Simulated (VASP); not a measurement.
Wanted: the native input for a VASP 6.6.1 run.

* Task: single point
* Functional: PBEsol
* Potentials or basis: VASP PAW PBE potentials, release 64 (Ir)
* Cutoff: 520 eV
* k mesh: 21 × 21 × 12
* Occupations: gaussian, width 0.15 eV
* Spin: collinear spin, ferromagnetic start
* Starting moments: [0.4, 0.4] μB
* Fixed moment: 0.8 μB
* Dipole correction: no
* Further INCAR settings: ALGO = Normal; EDIFF = 1e-07; NBANDS = 20

The structure of Ir lies in POSCAR:

```
Ir
1.0
    2.6633313082      0.0000000000      0.0000000000
   -1.3316656541      2.3065125716      0.0000000000
    0.0000000000      0.0000000000      4.3180806037
Ir
2
Direct
    0.6666666667      0.3333333333      0.7500000000
    0.3333333333      0.6666666667      0.2500000000
```

These files were run (other wordings do the same):

INCAR

```
SYSTEM = Ir
PREC = Accurate
ENCUT = 520
EDIFF = 1E-7
ISMEAR = 0
SIGMA = 0.15
LREAL = .FALSE.
LASPH = .TRUE.
NELM = 150
ALGO = Normal
ISIF = 2
LWAVE = .FALSE.
LCHARG = .FALSE.
ISPIN = 2
MAGMOM = 0.4 0.4
LORBIT = 11
NUPDOWN = 0.8
LMAXMIX = 4
GGA = PS
NBANDS = 20
```

KPOINTS

```
regular mesh
0
G
  21 21 12
  0 0 0
```

Potentials or basis: VASP PAW PBE potentials, release 64 (Ir).

Run with:

```sh
$ cat potpaw_PBE.64/Ir/POTCAR > POTCAR
$ mpirun -np 1 vasp_std > vasp.out
```

It gave:

- Pressure: 31.1 GPa
- Net moment: 0.80 μB per cell
- Site moments: Ir +0.39 μB
- Valence electrons inside the program's atomic spheres: Ir 8.63

Caveat: the PAW data sets were made with another functional, which shifts forces and pressure a little; the total moment is fixed, so each spin has its own Fermi level.

It took 110 s on 1 thread of Intel(R) Xeon(R) 6975P-C (Granite Rapids) (shared host), peak memory 0.34 GiB.
